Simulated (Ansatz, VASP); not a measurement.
Two plane-wave programs on CoO

Contents of INCAR:

```
SYSTEM = CoO
PREC = Accurate
ENCUT = 520
EDIFF = 1E-6
ISMEAR = 0
SIGMA = 0.15
LREAL = .False.
LASPH = .True.
NELM = 150
ALGO = Normal
ISIF = 2
LWAVE = .False.
LCHARG = .False.
ISPIN = 2
MAGMOM = 2.57 0.32
LORBIT = 11
LMAXMIX = 4
GGA = PS
NBANDS = 18
```

KPOINTS

```
regular mesh
0
Gamma
  24 24 24
  0 0 0
```

The input POSCAR:

```
CoO
1.0
    0.0000000000      2.1459598345      2.0834561500
    2.1459598345      0.0000000000      2.0834561500
    2.1459598345      2.1459598345      0.0000000000
Co O
1 1
Direct
    0.0000000000      0.0000000000      0.0000000000
    0.5000000000      0.5000000000      0.5000000000
```

Input for Ansatz:

```yaml
crystal:
  lattice:
    - [0.0, 2.1459598345, 2.08345615]
    - [2.1459598345, 0.0, 2.08345615]
    - [2.1459598345, 2.1459598345, 0.0]
  atoms:
    - { symbol: Co, position: [0.0, 0.0, 0.0], spin: 2.57 }
    - { symbol: O, position: [0.5, 0.5, 0.5], spin: 0.32 }
basis:
  ecutwfc: 420
kpoints:
  mp_grid: { grid: [24, 24, 24] }
hamiltonian:
  xc: pbesol
scf:
  occupations: { method: gaussian, width: 0.15 }
output:
  forces: true
  stress: true
  eigenvalues: true
  populations: true
magnetization:
  spin_polarized: true
```

Change from the starting cell: strain +0.030 along x and y, +0.000 along z, atoms carried along.

Alike in both runs: task single point; functional PBEsol; k mesh 24 × 24 × 24; occupations gaussian, width 0.15 eV; collinear spin.

```csv
,VASP,Ansatz
version,VASP 6.6.1,Ansatz 0.2.0
potentials or method,"VASP PAW PBE potentials, release 64 (Co, O), cutoff 520 eV","scalar-relativistic, plane waves, PAW"
valence electrons in the cell,15,23
```

```csv
,VASP,Ansatz,Ansatz less VASP
gap on the k mesh at the Fermi level (eV),none,none,-
pressure (GPa),-9.9,-9.3,+0.62
"traceless stress, the component that is largest in VASP (GPa)",0.47,0.59,+0.114
net moment per atom (μB),1.45,1.46,+0.013
size of the moment on the site where the two differ most (μB),2.53,2.46,-0.077
```

VASP's potentials were made for PBE, not for PBEsol. Site moments also hang on the region over which each program counts them. A gap of «none» marks a metal or a gap that the smearing closes. VASP's potentials hold 15 valence electrons a cell and Ansatz's 23, so a difference there can come from the potentials and not from the codes.
